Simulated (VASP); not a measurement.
Input of a VASP 6.6.1 run:

INCAR

```
SYSTEM = CsHf2Os
PREC = Accurate
ENCUT = 520
EDIFF = 1E-7
ISMEAR = 0
SIGMA = 0.1
LREAL = .FALSE.
LASPH = .TRUE.
NELM = 100
ALGO = Normal
ISIF = 2
LWAVE = .FALSE.
LCHARG = .TRUE.
GGA = PE
LELF = .TRUE.
LVHAR = .TRUE.
NBANDS = 47
```

File KPOINTS:

```
Automatic mesh
0
G
  6 6 1
  0 0 0
```

The input POSCAR:

```
CsHf2Os
1.0
    4.1566813070      0.0000000000      0.0000000000
   -2.0783406535      3.5997916073      0.0000000000
    0.0000000000      0.0000000000     18.2725086332
Cs Hf Os
2 4 2
Direct
    0.3333333333      0.6666666667      0.7500000000
    0.6666666667      0.3333333333      0.2500000000
    0.3333333333      0.6666666667      0.4402187607
    0.6666666667      0.3333333333      0.9402187607
    0.6666666667      0.3333333333      0.5597812393
    0.3333333333      0.6666666667      0.0597812393
    0.0000000000      0.0000000000      0.5000000000
    0.0000000000      0.0000000000      0.0000000000
```

Potentials or basis: VASP PAW PBE potentials, release 64 (Cs_sv, Hf_pv, Os).

Command:

```sh
$ cat potpaw_PBE.64/Cs_sv/POTCAR potpaw_PBE.64/Hf_pv/POTCAR potpaw_PBE.64/Os/POTCAR > POTCAR
$ mpirun -np 1 vasp_std > vasp.out
```

(1) Estimate the band gap on the k mesh.

(2) What does it give for the largest force?

(3) Estimate the pressure.

Results:

(1) zero (bands 37 and 38 overlap by 0.33 eV).

(2) 0.088 eV/Å.

(3) -0.4 GPa.

Caveat: spin-orbit coupling is left out, which moves the levels of the heavy elements.
